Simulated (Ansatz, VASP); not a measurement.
**One calculation of Gd, two programs**

```
CELL_PARAMETERS angstrom
3.64193 0.00000 0.00000
-1.82097 3.15401 0.00000
0.00000 0.00000 5.90172
ATOMIC_POSITIONS crystal
Gd 0.33333 0.66667 0.25000
Gd 0.66667 0.33333 0.75000
```

Alike in both runs: task electric field gradients; functional LDA; k mesh 12 × 12 × 6; occupations fermi-dirac, width 0.03 eV; collinear spin.

|  | VASP | Ansatz |
| --- | --- | --- |
| version | VASP 6.6.1 | Ansatz 0.2.0 |
| potentials or method | VASP PAW PBE potentials, release 64 (Gd) | PAW with Ansatz's default frozen-core files, scalar-relativistic |
| plane-wave cutoff (eV) | 520 | 420 |
| valence electrons in the cell | 36 | 36 |

Ansatz gave:

```
pressure (GPa)                                                : -4.4
traceless stress, the component that is largest in VASP (GPa) : -0.45
net moment per atom (μB)                                      : 7.59
size of the moment on the site where the two differ most (μB) : 7.33
size of Vzz on the site where it differs most (V/Å²)          : 23.1
```

Q: Which values does VASP return?

A: Pressure (GPa): -4.4; traceless stress, the component that is largest in VASP (GPa): -0.45; net moment per atom (μB): 7.46; size of the moment on the site where the two differ most (μB): 6.92; size of Vzz on the site where it differs most (V/Å²): 19.1.

The net moments are unlike, so the other rows may belong to different states. VASP's potentials were made for PBE, not for LDA. LDA's correlation is that of Perdew and Zunger in VASP and of Perdew and Wang (1992) in Ansatz. Site moments also hang on the region over which each program counts them.

Neither program's run includes spin-orbit coupling.
